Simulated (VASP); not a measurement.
# InPd (Fm-3m) in VASP: further runs, part 2 of 2

VASP 6.6.1. Earlier steps stand in the parts before.

## (3) Relaxation of cell and atoms, HF

POSCAR reads:

```
InPd
1.0
    0.0000000000      2.7460700000      2.7460700000
    2.7460700000      0.0000000000      2.7460700000
    2.7460700000      2.7460700000      0.0000000000
In Pd
1 1
Direct
    0.0000000000      0.0000000000      0.0000000000
    0.5000000000      0.5000000000      0.5000000000
```

INCAR.step1 reads:

```
SYSTEM = InPd
ALGO     = Normal         ! electronic algorithm
EDIFF    = 1E-5           ! SCF threshold, eV
ENCUT    = 600            ! plane-wave cutoff, eV
GGA      = PE             ! functional
ISMEAR   = -1             ! smearing method
LASPH    = .True.         ! aspherical terms in the spheres
LCHARG   = .False.        ! write CHGCAR
LREAL    = .False.        ! projectors in reciprocal space
LWAVE    = .True.         ! write WAVECAR
NBANDS   = 18             ! bands
NELM     = 60             ! most SCF steps
PREC     = Accurate       ! precision mode
SIGMA    = 0.05           ! smearing width, eV
```

INCAR.step2 reads:

```
SYSTEM = InPd
AEXX     = 1.0            ! exact-exchange fraction
AGGAC    = 0.0          
ALDAC    = 0.0          
ALGO     = Normal         ! electronic algorithm
EDIFF    = 1E-6           ! SCF threshold, eV
EDIFFG   = -0.01          ! ionic threshold
ENCUT    = 600            ! plane-wave cutoff, eV
GGA      = PE             ! functional
IBRION   = 2              ! ionic algorithm
ISIF     = 3              ! what is computed and relaxed
ISMEAR   = -1             ! smearing method
ISTART   = 1            
LASPH    = .True.         ! aspherical terms in the spheres
LCHARG   = .False.        ! write CHGCAR
LHFCALC  = .True.         ! exact exchange
LREAL    = .False.        ! projectors in reciprocal space
LWAVE    = .False.        ! write WAVECAR
NELM     = 60             ! most SCF steps
NSW      = 60             ! ionic steps
PREC     = Accurate       ! precision mode
PRECFOCK = Normal       
SIGMA    = 0.05           ! smearing width, eV
```

KPOINTS reads:

```
k-points
0
Gamma
  4 4 4
  0 0 0
```

Potentials or basis: VASP PAW PBE potentials, release 64 (In_d, Pd).

Launch:

```bash
$ cat potpaw_PBE.64/In_d/POTCAR potpaw_PBE.64/Pd/POTCAR > POTCAR
$ cp INCAR.step1 INCAR
$ mpirun -np 1 vasp_std > vasp.out
$ cp INCAR.step2 INCAR
$ mpirun -np 1 vasp_std > vasp.out
```

OUTCAR:

```text
SYSTEM = InPd
   AEXX = 1.0
   EDIFF = 1E-6
   EDIFFG = -0.01
   ENCUT = 600
   GGA = PE
   IBRION = 2
   ISIF = 3
   ISMEAR = -1
   ISTART = 1
   LASPH = .True.
   LHFCALC = .True.
   LREAL = .False.
   NELM = 60
   NSW = 60
   PREC = Accurate
   PRECFOCK = Normal

 ion  position               nearest neighbor table
   1  0.000  0.000  0.000-   2 2.75   2 2.75   2 2.75   2 2.75   2 2.75   2 2.75
   2  0.500  0.500  0.500-   1 2.75   1 2.75   1 2.75   1 2.75   1 2.75   1 2.75

  LATTYP: Found a face centered cubic cell.
 ALAT       =     5.4921400000

  Lattice vectors:

 A1 = (   0.0000000000,   2.7460700000,   2.7460700000)
 A2 = (   2.7460700000,   0.0000000000,   2.7460700000)
 A3 = (   2.7460700000,   2.7460700000,   0.0000000000)

Analysis of symmetry for initial positions (statically):
=====================================================================
 Subroutine PRICEL returns:
 Original cell was already a primitive cell.

 Routine SETGRP: Setting up the symmetry group for a
 face centered cubic supercell.

 Subroutine GETGRP returns: Found 48 space group operations
 (whereof 48 operations were pure point group operations)
 out of a pool of 48 trial point group operations.

[... 145 lines left out ...]

 number of electron      22.9999996 magnetization

 Free energy of the ion-electron system (eV)
  ---------------------------------------------------
  ext. energy  EPLUGINS =         0.00000000
  ---------------------------------------------------
  free energy    TOTEN  =       -15.17859492 eV

  energy without entropy =      -15.17262760  energy(sigma->0) =      -15.17561126

------------------------ aborting loop because EDIFF is reached ----------------------------------------

  FORCE on cell =-STRESS in cart. coord.  units (eV):
  Direction    XX          YY          ZZ          XY          YZ          ZX
  --------------------------------------------------------------------------------------
  -------------------------------------------------------------------------------------
  Total        0.4684359      0.4684359      0.4684359     -0.0000000     -0.0000000      0.0000000
  in kB       18.1215740     18.1215740     18.1215740     -0.0000000     -0.0000000      0.0000000
  external PRESSURE =      18.1215740 kB  Pullay stress =       0.0000000 kB
[... 59 lines left out ...]
--------------------------------------- Ionic step        3  -------------------------------------------

 number of electron      22.9999998 magnetization

 Free energy of the ion-electron system (eV)
  ---------------------------------------------------
  ext. energy  EPLUGINS =         0.00000000
  ---------------------------------------------------
  free energy    TOTEN  =       -15.18336324 eV

  energy without entropy =      -15.17739592  energy(sigma->0) =      -15.18037958

 E-fermi :   7.7749     XC(G=0):   0.0000

 val. band max:        7.7402653873   @ k =  -0.2500   0.5000   0.2500
 cond. band min:      10.6837017805   @ k =  -0.2500   0.5000   0.2500
 fundamental gap:      2.9434363932
 Fermi energy:         7.7749227466

 k-point     1 :       0.0000    0.0000    0.0000
  band No.  band energies     occupation
      1     -15.5370      2.00000
      2     -15.5369      2.00000
      3     -15.4934      2.00000
      4     -15.4932      2.00000
      5     -15.4828      2.00000
      6      -5.4942      2.00000
      7       0.0308      2.00000
      8       0.0523      2.00000
      9       0.0546      2.00000
     10       1.5240      2.00000
     11       1.5245      2.00000
     12      18.6083      0.00000
     13      18.6103      0.00000
     14      18.6109      0.00000
[... 154 lines left out ...]
  FREE ENERGIE OF THE ION-ELECTRON SYSTEM (eV)
  ---------------------------------------------------
  free  energy   TOTEN  =       -15.1833632426 eV

  energy  without entropy=      -15.1773959219  energy(sigma->0) =      -15.18037958

 reached required accuracy - stopping structural energy minimisation
```

OSZICAR.step1:

```text
N       E                     dE             d eps       ncg     rms          rms(c)
DAV:   1     0.175691885254E+03    0.17569E+03   -0.12269E+04   288   0.166E+03
DAV:   2     0.207810462109E+01   -0.17361E+03   -0.16553E+03   288   0.373E+02
DAV:   3    -0.812439656793E+01   -0.10203E+02   -0.10144E+02   322   0.960E+01
DAV:   4    -0.835545674770E+01   -0.23106E+00   -0.23095E+00   338   0.130E+01
DAV:   5    -0.836858021788E+01   -0.13123E-01   -0.13123E-01   412   0.302E+00    0.479E+00
DAV:   6    -0.824482767860E+01    0.12375E+00   -0.30962E-01   360   0.693E+00    0.214E+00
DAV:   7    -0.822344713013E+01    0.21381E-01   -0.49563E-02   390   0.327E+00    0.114E+00
DAV:   8    -0.821774408639E+01    0.57030E-02   -0.14850E-02   350   0.117E+00    0.322E-01
DAV:   9    -0.821723536882E+01    0.50872E-03   -0.12563E-03   378   0.523E-01    0.621E-02
DAV:  10    -0.821724512045E+01   -0.97516E-05   -0.38352E-05   376   0.809E-02
   1 F= -.82172451E+01 E0= -.82115943E+01  d E =-.113016E-01
```

Run time: 57 min. Hardware: 1 thread of Intel Xeon Platinum 8488C (Sapphire Rapids), shared host; peak memory 0.2 GiB.

Results:

- Free energy: -15.1834 eV
- Relaxed volume: 21.14 Å³/atom
- Relaxed cell: a = 3.910 Å, b = 3.910 Å, c = 3.910 Å, α = 60.00°, β = 60.00°, γ = 60.00°
- Space group after relaxing (to 0.1 Å): Fm-3m (No. 225)
- Energy gained by relaxing: 2.4 meV/atom
- Ionic steps: 3
- Pressure after relaxing: 0.0 GPa
- Band gap on the k mesh: zero (an odd number of electrons rules out a gap without spin polarisation)

The path:
| step | energy change (eV) | largest force (eV/Å) | pressure (GPa) | volume (Å³) |
| --- | --- | --- | --- | --- |
| 1 | 0.0000 | 0.0000 | 1.81 | 41.42 |
| 2 | -0.0028 | 0.0000 | -1.11 | 42.84 |
| 3 | -0.0048 | 0.0000 | -0.01 | 42.28 |

Final structure:
```
In Pd
1.0
     0.00000    2.76496    2.76496
     2.76496    0.00000    2.76496
     2.76496    2.76496    0.00000
In Pd
1 1
Cartesian
  0.0000 0.0000 0.0000
  2.7650 2.7650 2.7650
```

Caveat: the k points lie up to 0.49 Å⁻¹ apart in the final cell, too coarse for converged energies and pressures of a metal; the PAW data sets were made with another functional, which shifts forces and pressure a little; spin-orbit coupling is left out, which moves the levels of the heavy elements.

## (4) Single point, r2SCAN

POSCAR is that of step 3.

INCAR.step1 reads:

```
SYSTEM = InPd
PREC = Accurate ; ENCUT = 690
ISMEAR = -1 ; SIGMA = 0.05
LREAL = .False. ; LASPH = .True.
NELM = 120 ; NBANDS = 22
GGA = PE ; ALGO = Normal
EDIFF = 1E-5 ; LWAVE = .True.
LCHARG = .False. ; GGA_COMPAT = .False.
```

INCAR.step2 reads:

```
SYSTEM = InPd
PREC = Accurate ; ENCUT = 690
EDIFF = 1E-6 ; ISMEAR = -1
SIGMA = 0.05 ; LREAL = .False.
LASPH = .True. ; NELM = 120
ALGO = Normal ; ISIF = 2
LWAVE = .False. ; LCHARG = .False.
METAGGA = R2SCAN ; LMIXTAU = .True.
NBANDS = 22 ; ISTART = 1
GGA_COMPAT = .False.
```

KPOINTS reads:

```
regular mesh
0
Gamma
  8 8 8
  0 0 0
```

Potentials or basis: VASP PAW PBE potentials, release 64 (In_d, Pd_sv_GW).

Launch:

```bash
$ cat potpaw_PBE.64/In_d/POTCAR potpaw_PBE.64/Pd_sv_GW/POTCAR > POTCAR
$ cp INCAR.step1 INCAR
$ mpirun -np 1 vasp_std > vasp.out
$ cp INCAR.step2 INCAR
$ mpirun -np 1 vasp_std > vasp.out
```

It took 94 s on 1 thread of AMD EPYC 9R45 (Zen 5), shared host; peak memory 0.23 GiB.

It converged, with:

* Free energy: -44.6760 eV
* Pressure: -2.6 GPa
* Band gap on the k mesh: zero (an odd number of electrons rules out a gap without spin polarisation)

Levels at points of the mesh, in eV from the Fermi level:
```csv
k point,band 13,band 14,band 15,band 16,band 17,band 18
"(0.00, 0.00, 0.00)",-3.05,-2.77,-2.77,5.61,5.61,5.61
"(0.50, 0.00, 0.00)",-3.80,-2.66,-2.66,-1.50,7.57,7.57
"(0.50, 0.50, 0.00)",-2.56,-2.45,-2.45,-0.05,1.53,1.53
```

Caveat: the PAW data sets were made with another functional, which shifts forces and pressure a little; spin-orbit coupling is left out, which moves the levels of the heavy elements.

## (5) Summary

```tsv
task	level	potentials or basis	cell	k mesh	cutoff (eV)	grid for exact exchange (PRECFOCK)	share of exact exchange	screening parameter	gap on the mesh (eV)	pressure (GPa)	relaxed volume (Å³/atom)
relaxation of cell and atoms	PBEsol-based screened hybrid with 25 % exact exchange	VASP PAW PBE potentials, release 64 (In_d, Pd)	relaxed	4 × 4 × 4	600	Normal	0.25	0.207 1/Å	none	0.0	19.23
relaxation of cell and atoms	HF	VASP PAW PBE potentials, release 64 (In_d, Pd)	relaxed	4 × 4 × 4	600	Normal	1	-	none	0.0	21.14
single point	r2SCAN	VASP PAW PBE potentials, release 64 (In_d, Pd_sv_GW)	as given	8 × 8 × 8	690	-	-	-	none	-2.6	-
```

Alike in all rows: no spin polarisation; smearing fermi-dirac 0.05 eV.

Caveats: some runs use coarse meshes; the PAW data sets were made with another functional, which shifts forces and pressure a little; spin-orbit coupling is left out, which moves the levels of the heavy elements.

Absolute energies hang on the potentials; compare differences alone.

The gap in the log of VASP goes by the Fermi energy; the results here count the filled bands.